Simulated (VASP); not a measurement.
# C: relaxation of the atoms with PBEsol

C:

```
C
1.0
    -0.01313    1.78147    1.78147
     1.78147   -0.01313    1.78147
     1.78147    1.78147   -0.01313
C
2
Cartesian
  -0.0003 -0.0003 -0.0003
  0.8878 0.8878 0.8878
```

This cell differs from its parent crystal: strained cell.

| Item | Value |
| --- | --- |
| Program | VASP 6.6.1 |
| Task | relaxation of the atoms |
| Functional | PBEsol |
| Potentials or basis | VASP PAW PBE potentials, release 64 (C) |
| Cutoff | 520 eV |
| k mesh | 9 × 9 × 9 |
| Occupations | gaussian, width 0.02 eV |
| Spin | no spin polarisation |
| Dipole correction | no |
| Further INCAR settings | ALGO = Normal; EDIFF = 1e-07; IBRION = 2; EDIFFG = -0.002; NSW = 60 |

```yaml
Energy_gained_by_relaxing: 0.0 meV/atom
Ionic_steps: 3
Pressure_after_relaxing: -7.1 GPa
Band_gap_on_the_k_mesh: 3.99 eV (least direct gap 5.40 eV)
```

Stress tensor (GPa, compression positive):
```
-7.06  4.08  4.08
 4.08 -7.06  4.08
 4.08  4.08 -7.06
```

Final structure:
```cif
data_structure
_symmetry_space_group_name_H-M 'P 1'
_symmetry_Int_Tables_number 1
_cell_length_a 2.5194
_cell_length_b 2.5194
_cell_length_c 2.5194
_cell_angle_alpha 60.487
_cell_angle_beta 60.487
_cell_angle_gamma 60.487
_cell_volume 11.43
loop_
_atom_site_label
_atom_site_type_symbol
_atom_site_fract_x
_atom_site_fract_y
_atom_site_fract_z
_atom_site_occupancy
C1 C 0.99990 0.99990 0.99990 1
C2 C 0.25010 0.25010 0.25010 1
```

Levels at points of the mesh, in eV from the valence-band top:
```
           k point  band 1  band 2  band 3  band 4  band 5  band 6  band 7  band 8
(0.00, 0.00, 0.00)  -21.44   -0.03   -0.03    0.00    5.40    5.40    5.69   13.18
```

Run time: 8.7 s on 1 thread of Intel(R) Xeon(R) Platinum 8375C CPU @ 2.90GHz (Ice Lake), with other jobs on the host, peak memory 0.12 GiB.

Caveat: the cell differs from its parent crystal (strained cell); the PAW data sets were made with another functional, which shifts forces and pressure a little; an odd mesh through Γ misses points on the zone boundary, where band edges can lie.
